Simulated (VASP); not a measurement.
BaTe:

```
CELL_PARAMETERS angstrom
0.00000 3.41000 3.41000
3.41000 0.00000 3.41000
3.41000 3.41000 0.00000
ATOMIC_POSITIONS crystal
Ba 0.00000 0.00000 0.00000
Te 0.50000 0.50000 0.50000
```

| Property | Result |
| --- | --- |
| Program | VASP 6.6.1 |
| Task | relaxation of cell and atoms |
| Functional | LDA |
| Potentials or basis | VASP PAW LDA potentials, release 64 (Ba_sv, Te) |
| Cutoff | 600 eV |
| k mesh | 12 × 12 × 12 |
| Occupations | fermi-dirac, width 0.08 eV |
| Spin | no spin polarisation |

At the start: pressure 1.2 GPa; volume 39.65 Å³/atom.

**Question.** Where does the relaxation end?

**Answer.** Over 5 steps the energy falls by 5.0 meV/atom and the volume is 40.98 Å³/atom (+3.3 %); space group Fm-3m (No. 225, to 0.1 Å) before and after.

Step by step:
| step | energy change (eV) | largest force (eV/Å) | pressure (GPa) | volume (Å³) |
| --- | --- | --- | --- | --- |
| 1 | 0.0000 | 0.0000 | 1.24 | 79.30 |
| 2 | -0.0088 | 0.0000 | -0.39 | 82.87 |
| 3 | -0.0099 | 0.0000 | 0.01 | 81.95 |
| 4 | -0.0099 | 0.0000 | -0.02 | 82.00 |
| 5 | -0.0099 | 0.0000 | 0.00 | 81.96 |

Final structure:
```
Ba Te
1.0
     0.00000    3.44759    3.44759
     3.44759    0.00000    3.44759
     3.44759    3.44759    0.00000
Ba Te
1 1
Direct
  0.00000 0.00000 0.00000
  0.50000 0.50000 0.50000
```
